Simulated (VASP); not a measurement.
# AlRu in VASP: further runs, part 2 of 2

VASP 6.6.1. Earlier steps stand in the parts before.

## 3. Relaxation of cell and atoms, r2SCAN, target pressure 25 GPa, at which the enthalpy is minimised

This run uses another cell than the first one, of 12.06 Å³/atom.

The input, POSCAR:

```
AlRu
1.0
    2.8893384037      0.0000000000      0.0000000000
    0.0000000000      2.8893384037      0.0000000000
    0.0000000000      0.0000000000      2.8893384037
Al Ru
1 1
Direct
    0.0000000000      0.0000000000      0.0000000000
    0.5000000000      0.5000000000      0.5000000000
```

The input, INCAR.step1:

```
SYSTEM = AlRu
  PREC = Accurate
  ENCUT = 600
  ISMEAR = 0
  SIGMA = 0.1
  LREAL = .FALSE.
  LASPH = .TRUE.
  NELM = 100
  GGA = PE
  ALGO = Normal
  EDIFF = 1E-4
  LWAVE = .TRUE.
  LCHARG = .FALSE.
```

The input, INCAR.step2:

```
SYSTEM = AlRu
  PREC = Accurate
  ENCUT = 600
  EDIFF = 1E-7
  ISMEAR = 0
  SIGMA = 0.1
  LREAL = .FALSE.
  LASPH = .TRUE.
  NELM = 100
  ALGO = Normal
  ISIF = 3
  LWAVE = .FALSE.
  LCHARG = .FALSE.
  METAGGA = R2SCAN
  LMIXTAU = .TRUE.
  IBRION = 2
  NSW = 70
  EDIFFG = -0.008
  PSTRESS = 250.0
  ISTART = 1
```

The input, KPOINTS:

```
regular mesh
0
G
  14 14 14
  0 0 0
```

Potentials or basis: VASP PAW PBE potentials, release 64 (Al, Ru_pv).

The run is started by

```sh
$ cat potpaw_PBE.64/Al/POTCAR potpaw_PBE.64/Ru_pv/POTCAR > POTCAR
$ cp INCAR.step1 INCAR
$ mpirun -np 1 vasp_std > vasp.out
$ cp INCAR.step2 INCAR
$ mpirun -np 1 vasp_std > vasp.out
```

Run time: 2.7 min. Hardware: 1 thread of Intel Xeon Platinum 8488C (Sapphire Rapids), shared host; peak memory 0.18 GiB.

Results (log left out):

```yaml
Free_energy: -33.4385 eV
Relaxed_volume: 12.11 Å³/atom
Relaxed_cell: a = 2.893 Å, b = 2.893 Å, c = 2.893 Å, α = 90.00°, β = 90.00°, γ = 90.00°
Space_group_after_relaxing_to_0.1_Å: Pm-3m (No. 221)
Energy_change_on_relaxing_the_run_minimises_the_enthalpy: -7.6 meV/atom
Ionic_steps: 3
Pressure_after_relaxing: 24.9 GPa
Band_gap_on_the_k_mesh: zero (an odd number of electrons rules out a gap without spin polarisation)
```

Step by step:
```
step  energy change (eV)  largest force (eV/Å)  pressure (GPa)  volume (Å³)
   1              0.0000                0.0000           26.23        24.12
   2             -0.0489                0.0000           21.92        24.45
   3             -0.0151                0.0000           24.95        24.22
```

Final structure:
```xyz
2
Lattice="2.8931 0.0000 0.0000 0.0000 2.8931 0.0000 0.0000 0.0000 2.8931" Properties=species:S:1:pos:R:3 pbc="T T T"
Al    0.0000    0.0000    0.0000
Ru    1.4466    1.4466    1.4466
```

Levels at points of the mesh, in eV from the Fermi level:
```
           k point  band 5  band 6  band 7  band 8  band 9  band 10  band 11  band 12
(0.00, 0.00, 0.00)   -4.30   -4.30    0.20    0.20    0.20     7.05     7.05     7.05
(0.50, 0.00, 0.00)   -5.86   -3.29   -1.93   -1.93    0.52     2.93     7.64    10.49
(0.50, 0.50, 0.00)   -3.60   -1.53   -1.53   -1.47   -1.47     2.00     6.39     7.88
(0.50, 0.50, 0.50)   -5.54   -5.54    2.11    2.11    3.85     4.60     4.60     4.60
```

Caveat: the cell is relaxed towards a set pressure, so the run minimises the enthalpy, not the energy; the PAW data sets were made with another functional, which shifts forces and pressure a little.

## 4. Relaxation of cell and atoms, r2SCAN, target pressure 12 GPa, at which the enthalpy is minimised

This run uses another cell than the first one, of 12.62 Å³/atom.

The input, POSCAR:

```
AlRu
1.0
    2.9334635360      0.0000000000      0.0000000000
    0.0000000000      2.9334635360      0.0000000000
    0.0000000000      0.0000000000      2.9334635360
Al Ru
1 1
Direct
    0.0000000000      0.0000000000      0.0000000000
    0.5000000000      0.5000000000      0.5000000000
```

The input, INCAR.step1:

```
PREC     = Accurate       # precision mode
ENCUT    = 600            # plane-wave cutoff, eV
ISMEAR   = 0              # smearing method
SIGMA    = 0.1            # smearing width, eV
LREAL    = F              # projectors in reciprocal space
LASPH    = T              # aspherical terms in the spheres
NELM     = 80             # most SCF steps
GGA      = PE             # functional
ALGO     = Normal         # electronic algorithm
EDIFF    = 1E-4           # SCF threshold, eV
LWAVE    = T              # write WAVECAR
LCHARG   = F              # write CHGCAR
```

The input, INCAR.step2:

```
PREC     = Accurate       # precision mode
ENCUT    = 600            # plane-wave cutoff, eV
EDIFF    = 1E-7           # SCF threshold, eV
ISMEAR   = 0              # smearing method
SIGMA    = 0.1            # smearing width, eV
LREAL    = F              # projectors in reciprocal space
LASPH    = T              # aspherical terms in the spheres
NELM     = 80             # most SCF steps
ALGO     = Normal         # electronic algorithm
ISIF     = 3              # what is computed and relaxed
LWAVE    = F              # write WAVECAR
LCHARG   = F              # write CHGCAR
METAGGA  = R2SCAN         # meta-GGA
LMIXTAU  = T            
IBRION   = 2              # ionic algorithm
NSW      = 70             # ionic steps
EDIFFG   = -0.008         # ionic threshold
PSTRESS  = 120.0        
ISTART   = 1
```

The input, KPOINTS:

```
regular mesh
0
Gamma
  14 14 14
```

The run is started by

```sh
$ cat potpaw_PBE.64/Al/POTCAR potpaw_PBE.64/Ru_pv/POTCAR > POTCAR
$ cp INCAR.step1 INCAR
$ mpirun -np 1 vasp_std > vasp.out
$ cp INCAR.step2 INCAR
$ mpirun -np 1 vasp_std > vasp.out
```

Run time: 3.2 min. Hardware: 1 thread of Intel Xeon Platinum 8488C (Sapphire Rapids), shared host; peak memory 0.18 GiB.

Results (log left out):

- Free energy: -33.5615 eV
- Relaxed volume: 12.65 Å³/atom
- Relaxed cell: a = 2.935 Å, b = 2.935 Å, c = 2.935 Å, α = 90.00°, β = 90.00°, γ = 90.00°
- Space group after relaxing (to 0.1 Å): Pm-3m (No. 221)
- Energy change on relaxing (the run minimises the enthalpy): -1.9 meV/atom
- Ionic steps: 3
- Pressure after relaxing: 12.0 GPa
- Band gap on the k mesh: zero (an odd number of electrons rules out a gap without spin polarisation)

Step by step:
```csv
step,energy change (eV),largest force (eV/Å),pressure (GPa),volume (Å³)
1,0.0000,0.0000,12.50,25.24
2,-0.0106,0.0000,10.95,25.39
3,-0.0038,0.0000,11.96,25.29
```

Final structure:
```
Al Ru
1.0
     2.93539    0.00000    0.00000
     0.00000    2.93539    0.00000
     0.00000    0.00000    2.93539
Al Ru
1 1
Direct
  0.00000 0.00000 0.00000
  0.50000 0.50000 0.50000
```

Levels at points of the mesh, in eV from the Fermi level:
```
           k point  band 6  band 7  band 8  band 9  band 10  band 11  band 12
(0.00, 0.00, 0.00)   -4.02    0.19    0.19    0.19     6.81     6.81     6.81
(0.50, 0.00, 0.00)   -3.07   -1.82   -1.82    0.48     2.74     7.69    10.43
(0.50, 0.50, 0.00)   -1.51   -1.51   -1.37   -1.37     1.87     6.06     7.38
(0.50, 0.50, 0.50)   -5.26    1.98    1.98    3.56     4.47     4.47     4.47
```

Caveat: the cell is relaxed towards a set pressure, so the run minimises the enthalpy, not the energy; the PAW data sets were made with another functional, which shifts forces and pressure a little.

## 5. Single point, r2SCAN (uniaxial strain along a: +1.5 %, then relaxed in part)

The input, POSCAR:

```
AlRu
1.0
    3.0272328716      0.0000000000      0.0000000000
    0.0000000000      2.9685020049      0.0000000000
    0.0000000000      0.0000000000      2.9685020049
Al Ru
1 1
Direct
    0.0000000000      0.0000000000      0.0000000000
    0.5000000000      0.5000000000      0.5000000000
```

The input, INCAR.step1:

```
SYSTEM = AlRu
PREC = Accurate
ENCUT = 520
ISMEAR = 0
SIGMA = 0.1
LREAL = .FALSE.
LASPH = .TRUE.
NELM = 60
NBANDS = 16
GGA = PE
ALGO = Normal
EDIFF = 1E-4
LWAVE = .TRUE.
LCHARG = .FALSE.
```

The input, INCAR.step2:

```
SYSTEM = AlRu
PREC = Accurate
ENCUT = 520
EDIFF = 1E-6
ISMEAR = 0
SIGMA = 0.1
LREAL = .FALSE.
LASPH = .TRUE.
NELM = 60
ALGO = Normal
ISIF = 2
LWAVE = .FALSE.
LCHARG = .FALSE.
METAGGA = R2SCAN
LMIXTAU = .TRUE.
NBANDS = 16
ISTART = 1
```

The input, KPOINTS:

```
regular mesh
0
G
  18 18 18
  0 0 0
```

The run is started by

```sh
$ cat potpaw_PBE.64/Al/POTCAR potpaw_PBE.64/Ru_pv/POTCAR > POTCAR
$ cp INCAR.step1 INCAR
$ mpirun -np 1 vasp_std > vasp.out
$ cp INCAR.step2 INCAR
$ mpirun -np 1 vasp_std > vasp.out
```

Wall time 6.2 min (1 thread of Intel Xeon Platinum 8488C (Sapphire Rapids), shared host); peak memory 0.33 GiB.

The run converged. Its results:

| Quantity | Value |
| --- | --- |
| Free energy | -33.6110 eV |
| Pressure | -1.1 GPa |
| Band gap on the k mesh | zero (an odd number of electrons rules out a gap without spin polarisation) |

Stress tensor (GPa, compression positive):
```
-3.58  0.00  0.00
 0.00  0.13  0.00
 0.00  0.00  0.13
```

Levels at points of the mesh, in eV from the Fermi level:
| k point | band 5 | band 6 | band 7 | band 8 | band 9 | band 10 | band 11 | band 12 | band 13 | band 14 |
| --- | --- | --- | --- | --- | --- | --- | --- | --- | --- | --- |
| (0.00, 0.00, 0.00) | -3.70 | -3.69 | 0.14 | 0.14 | 0.27 | 6.12 | 6.76 | 6.76 | 10.36 | 11.46 |
| (0.50, 0.00, 0.00) | -5.84 | -2.87 | -1.60 | -1.60 | 0.51 | 2.30 | 7.77 | 10.36 | 11.83 | 11.83 |
| (0.00, 0.50, 0.00) | -5.61 | -2.78 | -1.85 | -1.61 | 0.42 | 2.65 | 7.74 | 10.36 | 11.29 | 11.83 |
| (0.50, 0.50, 0.00) | -3.18 | -1.58 | -1.43 | -1.21 | -1.15 | 1.69 | 5.61 | 6.75 | 10.36 | 11.64 |
| (0.00, 0.50, 0.50) | -3.10 | -1.39 | -1.39 | -1.37 | -1.37 | 1.82 | 5.87 | 6.90 | 10.36 | 11.15 |
| (0.50, 0.50, 0.50) | -4.91 | -4.91 | 1.77 | 1.91 | 3.24 | 4.25 | 4.39 | 4.39 | 8.91 | 8.91 |

Caveat: the cell differs from its parent crystal (uniaxial strain along a: +1.5 %, then relaxed in part); the PAW data sets were made with another functional, which shifts forces and pressure a little.

## 6. The runs side by side

| task | cell | k mesh | cutoff (eV) | gap on the mesh (eV) | pressure (GPa) |
| --- | --- | --- | --- | --- | --- |
| relaxation of cell and atoms | relaxed to 50 GPa from a = 2.823 Å, 2 atoms | 14 × 14 × 14 | 600 | none | 49.9 |
| relaxation of cell and atoms | relaxed to 25 GPa from a = 2.889 Å, 2 atoms | 14 × 14 × 14 | 600 | none | 24.9 |
| relaxation of cell and atoms | relaxed to 12 GPa from a = 2.933 Å, 2 atoms | 14 × 14 × 14 | 600 | none | 12.0 |
| single point | a = 3.027, b = 2.969, c = 2.969 Å, 2 atoms | 18 × 18 × 18 | 520 | none | -1.1 |

Alike in all rows: level r2SCAN; potentials or basis VASP PAW PBE potentials, release 64 (Al, Ru_pv); no spin polarisation; smearing gaussian 0.1 eV.

Caveats: the PAW data sets were made with another functional, which shifts forces and pressure a little; the cell is relaxed towards a set pressure, so the run minimises the enthalpy, not the energy (at least some runs).

Total energies depend on the potentials used, so only differences within one code and one set of settings carry meaning.
